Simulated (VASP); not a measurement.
Input of a VASP 6.6.1 run:

The input POSCAR:

```
P
1.0
    4.9475767688     -4.3976292736      0.0040720567
    4.9475767688      4.3976292736      0.0040720567
   -0.0196034236      0.0000000000      5.6960220690
P
8
Direct
    0.8445541634      0.8445541634      0.2497776141
    0.1554458366      0.1554458366      0.7502223859
    0.7147119175      0.7147119175      0.5725434636
    0.2852880825      0.2852880825      0.4274565364
    0.5201056102      0.7754040928      0.2507555601
    0.2245959072      0.4798943898      0.7492444399
    0.4798943898      0.2245959072      0.7492444399
    0.7754040928      0.5201056102      0.2507555601
```

INCAR.step1

```
ALGO = Normal
EDIFF = 1E-4
ENCUT = 520
GGA = PE
ISMEAR = 0
LASPH = True
LCHARG = False
LREAL = False
LWAVE = True
NBANDS = 30
NELM = 80
PREC = Accurate
SIGMA = 0.05
```

The input INCAR.step2:

```
ALGO = Normal
EDIFF = 1E-6
ENCUT = 520
ISIF = 2
ISMEAR = 0
ISTART = 1
LASPH = True
LCHARG = False
LMIXTAU = True
LREAL = False
LWAVE = False
METAGGA = R2SCAN
NBANDS = 30
NELM = 80
PREC = Accurate
SIGMA = 0.05
```

File KPOINTS:

```
k-points
0
Gamma
  4 4 4
```

Potentials or basis: VASP PAW PBE potentials, release 64 (P).

Launch:

```bash
$ cat potpaw_PBE.64/P/POTCAR > POTCAR
$ cp INCAR.step1 INCAR
$ mpirun -np 1 vasp_std > vasp.out
$ cp INCAR.step2 INCAR
$ mpirun -np 1 vasp_std > vasp.out
```

**Question.** Predict the pressure.

**Answer.** -3.8 GPa.

**Question.** Estimate the largest force.

**Answer.** 1.481 eV/Å.

**Question.** Estimate the band gap on the k mesh.

**Answer.** 3.25 eV (least direct gap 3.56 eV).

Forces in eV/Å, atoms in the order of the input:
```
P   -1.396  0.000  0.496
P    1.396  0.000 -0.496
P   -0.014  0.000 -1.469
P    0.014  0.000  1.469
P    0.699 -1.200  0.494
P   -0.699 -1.200 -0.494
P   -0.699  1.200 -0.494
P    0.699  1.200  0.494
```

Caveat: the cell differs from its parent crystal (strain +0.025 along x and y, +0.025 along z); the cell stands under tension; the PAW data sets were made with another functional, which shifts forces and pressure a little. A k mesh can miss the band edges.
